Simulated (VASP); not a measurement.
A run of VASP 6.6.1 is set up as follows.

File INCAR:

```
PREC = Accurate ; ENCUT = 520
EDIFF = 1E-6 ; ISMEAR = 0
SIGMA = 0.05 ; LREAL = False
LASPH = True ; NELM = 80
ALGO = Normal ; ISIF = 2
LWAVE = False ; LCHARG = False
LDIPOL = True ; IDIPOL = 3
DIPOL = 0.5 0.5 0.328 ; GGA = PE
IVDW = 12 ; NBANDS = 27
```

KPOINTS

```
Automatic mesh
0
Gamma
  7 5 1
```

File POSCAR:

```
Si3N
1.0
    3.8333442755      0.0000000000      0.0000000000
    0.0000000000      5.4211674636      0.0000000000
    0.0000000000      0.0000000000     22.4877586337
Si N
6 2
Direct
    0.5000000000      0.0000000000      0.1778745523
    0.0000000000      0.2500000000      0.1778745523
    0.0000000000      0.5038839981      0.2608672216
    0.5000000000      0.7461160019      0.2608672216
    0.5000000000      0.0086033066      0.3418641564
    0.0000000000      0.2413966934      0.3418641564
    0.5000000000      0.1752699732      0.5063981173
    0.5000000000      0.1752699732      0.5553136192
```

Potentials or basis: VASP PAW PBE potentials, release 64 (Si, N).

Run with:

```console
$ cat potpaw_PBE.64/Si/POTCAR potpaw_PBE.64/N/POTCAR > POTCAR
$ mpirun -np 1 vasp_std > vasp.out
```

What does it give for the largest force?

2.132 eV/Å.

Predict the band gap on the k mesh.

zero (band 17 reaches -1.50 eV, above the bottom of band 18 at -1.80 eV).

Estimate the dispersion energy per atom.

-0.201 eV.

Forces on the atoms (eV/Å):
```
Si   0.000  0.559 -0.050
Si   0.000 -0.562 -0.046
Si   0.000 -0.090 -0.005
Si   0.000  0.091 -0.005
Si   0.000 -0.007  0.049
Si   0.000  0.003  0.065
N    0.000  0.008 -2.132
N    0.000 -0.003  2.125
```

Caveat: the standard files for N, O and F lose accuracy on very short bonds.
